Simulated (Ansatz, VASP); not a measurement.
# Two plane-wave programs on Ga2SnO4

```
CELL_PARAMETERS angstrom
5.28728 0.00000 0.00000
-2.64364 4.57892 0.00000
0.00000 0.00000 8.89445
ATOMIC_POSITIONS crystal
Ga 0.66667 0.33333 0.95427
Ga 0.66667 0.33333 0.54573
Ga 0.33333 0.66667 0.45427
Ga 0.33333 0.66667 0.04573
Sn 0.00000 0.00000 0.25000
Sn 0.00000 0.00000 0.75000
O 0.66667 0.33333 0.75000
O 0.68579 0.68579 0.00000
O 0.33333 0.66667 0.25000
O 0.68579 0.00000 0.50000
O 0.31421 0.31421 0.50000
O 0.31421 0.00000 0.00000
O 0.00000 0.68579 0.50000
O 0.00000 0.31421 0.00000
```

Alike in both runs: functional PBE; k mesh 3 × 3 × 2; occupations gaussian, width 0.15 eV; no spin polarisation.

Ansatz relaxed the structure, and its values are those at the end. VASP's run is a single point on that final structure, the one shown.

|  | VASP | Ansatz |
| --- | --- | --- |
| version | VASP 6.6.1 | Ansatz 0.2.0 |
| potentials or method | VASP PAW PBE potentials, release 64 (Ga_d, Sn_d, O), cutoff 520 eV | scalar-relativistic, plane waves, PAW |
| valence electrons in the cell | 128 | 128 |

```csv
,VASP,Ansatz,Ansatz less VASP
gap on the k mesh at the Fermi level (eV),2.64,2.64,+0.002
least direct gap on the mesh (eV),2.78,2.78,+0.002
pressure (GPa),0.3,0.1,-0.17
rms of the force components (eV/Å),0.002,0.012,+0.0097
```

The k mesh is coarse, so the values compare programs but aren't converged.
